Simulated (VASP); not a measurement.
The system is Sc3W.

```
Sc W
1.0
     5.35143    0.00000    0.00000
     0.00000    5.35143    0.00000
     0.00000    0.00000    5.35143
Sc W
6 2
Direct
  0.00000 0.50000 0.25000
  0.00000 0.50000 0.75000
  0.25000 0.00000 0.50000
  0.75000 0.00000 0.50000
  0.50000 0.75000 0.00000
  0.50000 0.25000 0.00000
  0.00000 0.00000 0.00000
  0.50000 0.50000 0.50000
```

| Quantity | Value |
| --- | --- |
| Program | VASP 6.6.1 |
| Task | relaxation of cell and atoms |
| Functional | PBE |
| Potentials or basis | VASP PAW PBE potentials, release 64 (Sc_sv, W_sv) |
| Cutoff | 500 eV |
| k mesh | 4 × 4 × 4 |
| Occupations | gaussian, width 0.1 eV |
| Spin | no spin polarisation |

At the start: pressure 9.4 GPa; volume 19.16 Å³/atom.

Task: Where does the relaxation end?

Result: Over 3 steps the energy falls by 52.4 meV/atom and the volume is 21.08 Å³/atom (+10.0 %); space group Pm-3n (No. 223, to 0.1 Å) before and after.

Step by step:
| step | energy change (eV) | largest force (eV/Å) | pressure (GPa) | volume (Å³) |
| --- | --- | --- | --- | --- |
| 1 | 0.0000 | 0.0000 | 9.40 | 153.25 |
| 2 | -0.2469 | 0.0000 | -4.77 | 179.57 |
| 3 | -0.4189 | 0.0000 | -0.03 | 168.61 |

Final structure:
```xyz
8
Lattice="5.5245 0.0000 0.0000 0.0000 5.5245 0.0000 0.0000 0.0000 5.5245" Properties=species:S:1:pos:R:3 pbc="T T T"
Sc    0.0000    2.7623    1.3811
Sc    0.0000    2.7623    4.1434
Sc    1.3811    0.0000    2.7623
Sc    4.1434    0.0000    2.7623
Sc    2.7623    4.1434    0.0000
Sc    2.7623    1.3811    0.0000
W     0.0000    0.0000    0.0000
W     2.7623    2.7623    2.7623
```
